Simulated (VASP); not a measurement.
Runs of VASP 6.6.1 on BiS4. The structure is that of space group Pm-3m (No. 221), or close to it. The cells are those of the table. The cell was built from a structure type or drawn by symmetry, and may not be a known phase.

```tsv
task	cell	k mesh	cutoff (eV)	gap on the mesh (eV)	pressure (GPa)	relaxed volume (Å³/atom)
single point	a = 5.183 Å, 5 atoms	4 × 4 × 4	520	none	0.1	-
relaxation of cell and atoms	relaxed from a = 4.819 Å, 5 atoms	4 × 4 × 4	600	none	0.1	27.84
relaxation of cell and atoms	relaxed from a = 5.183 Å, 5 atoms	8 × 8 × 8	600	none	0.0	(a)
single point	a = 4.819 Å, 5 atoms	4 × 4 × 4	520	none	15.8	-
single point	a = 5.209 Å, 5 atoms	8 × 8 × 8	520	none	-0.1	-
```

Alike in all rows: level PBE; potentials or basis VASP PAW PBE potentials, release 64 (Bi_d, S); no spin polarisation; smearing gaussian 0.1 eV.

Q: Fill in the values left out.

A: (a) 28.22.

Caveats: spin-orbit coupling is left out, which moves the levels of the heavy elements; the volume moved by over 15 % at a fixed basis, so the end points are rough (at least some runs); the cell stands under pressure (at least some runs).

A k mesh can miss the band edges, and the runs leave out spin-orbit coupling on Bi.

A gap of «none» marks levels without a gap at the run's occupations.
